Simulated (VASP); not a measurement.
A run of VASP 6.6.1 is set up as follows.

File INCAR:

```
SYSTEM = HfIn4SiO6
PREC = Accurate ; ENCUT = 520
EDIFF = 1E-7 ; ISMEAR = -1
SIGMA = 0.05 ; LREAL = .FALSE.
LASPH = .TRUE. ; NELM = 100
ALGO = Normal ; ISIF = 2
LWAVE = .FALSE. ; LCHARG = .FALSE.
GGA = RE ; NBANDS = 63
```

KPOINTS

```
Automatic mesh
0
G
  4 4 4
  0 0 0
```

The input POSCAR:

```
HfIn4SiO6
1.0
    2.4246508136     -8.4109587862      0.0002002704
    2.4246508136      8.4109587862      0.0002002704
   -0.9997164158      0.0000000000      4.7493734688
Hf In Si O
1 4 1 6
Direct
    0.0000000000      0.0000000000      0.0000000000
    0.6591390179      0.3408609821      0.0000000000
    0.1582870132      0.8417129868      0.5000000000
    0.3408609821      0.6591390179      0.0000000000
    0.8417129868      0.1582870132      0.5000000000
    0.5000000000      0.5000000000      0.5000000000
    0.7299529784      0.7299529784      0.2708082433
    0.2700470216      0.2700470216      0.7291917567
    0.1966996180      0.3537872413      0.2751965503
    0.6462127587      0.8033003820      0.7248034497
    0.8033003820      0.6462127587      0.7248034497
    0.3537872413      0.1966996180      0.2751965503
```

Potentials or basis: VASP PAW PBE potentials, release 64 (Hf_pv, In_d, Si, O).

Command:

```console
$ cat potpaw_PBE.64/Hf_pv/POTCAR potpaw_PBE.64/In_d/POTCAR potpaw_PBE.64/Si/POTCAR potpaw_PBE.64/O/POTCAR > POTCAR
$ mpirun -np 1 vasp_std > vasp.out
```

(1) Predict the largest force.

(2) Predict the band gap on the k mesh.

(3) Predict the pressure.

## Answers

(1) 0.184 eV/Å.

(2) 0.17 eV (least direct gap 0.27 eV).

(3) -0.6 GPa.

Caveat: semilocal functionals underestimate gaps, and a narrow one can read as zero; the PAW data sets were made with another functional, which shifts forces and pressure a little; spin-orbit coupling is left out, which moves the levels of the heavy elements.
